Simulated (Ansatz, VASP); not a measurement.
## Mo: VASP beside Ansatz

The input INCAR:

```
SYSTEM = Mo
PREC = Accurate ; ENCUT = 520
EDIFF = 1E-6 ; ISMEAR = -1
SIGMA = 0.1 ; LREAL = .FALSE.
LASPH = .TRUE. ; NELM = 80
ALGO = Normal ; ISIF = 2
LWAVE = .FALSE. ; LCHARG = .FALSE.
GGA = RE ; NBANDS = 21
```

The input KPOINTS:

```
Automatic mesh
0
G
  15 15 7
  0 0 0
```

Contents of POSCAR:

```
Mo
1.0
    2.8042179513      0.0000000000      0.0000000000
   -1.4021089757      2.4285239836      0.0000000000
    0.0000000000      0.0000000000      4.9734947704
Mo
2
Direct
    0.3333333333      0.6666666667      0.2500000000
    0.6666666667      0.3333333333      0.7500000000
```

Input for Ansatz:

```yaml
crystal:
  lattice:
    - [2.8042179513, 0.0, 0.0]
    - [-1.4021089757, 2.4285239836, 0.0]
    - [0.0, 0.0, 4.9734947704]
  atoms:
    - { symbol: Mo, position: [0.3333333333, 0.6666666667, 0.25] }
    - { symbol: Mo, position: [0.6666666667, 0.3333333333, 0.75] }
hamiltonian:
  xc: revpbe
  pseudopotentials:
    kind: paw
    azcp:
      Mo: "pseudopotentials/Mo.paw.azcp"
basis:
  ecutwfc: 420
  fft_grid_basis: typed
kpoints:
  mp_grid: { grid: [15, 15, 7], shift: [0, 0, 0] }
magnetization:
  spin_polarized: false
scf:
  occupations: { method: fermi_dirac, width: 0.1 }
  lower_state_search: "off"
output:
  stress: true
  write_density: true
  write_potential: true
  elf: true
  volumetric_format: npy
```

Alike in both runs: task single point; functional revPBE; k mesh 15 × 15 × 7; occupations fermi-dirac, width 0.1 eV; no spin polarisation.

```csv
,VASP,Ansatz
version,VASP 6.6.1,Ansatz 0.2.0
potentials or method,"VASP PAW PBE potentials, release 64 (Mo_sv), cutoff 520 eV","plane waves (420 eV) with PAW, scalar-relativistic"
valence electrons in the cell,28,28
```

VASP gave:

```
pressure (GPa)                                                : -8.0
traceless stress, the component that is largest in VASP (GPa) : 0.99
```

Question: Estimate Ansatz's values.

Answer: Pressure (GPa): -8.4; traceless stress, the component that is largest in VASP (GPa): 1.07.

VASP's potentials were made for PBE, not for revPBE. With one functional, cell and mesh, what is left measures potentials, basis and numerics.
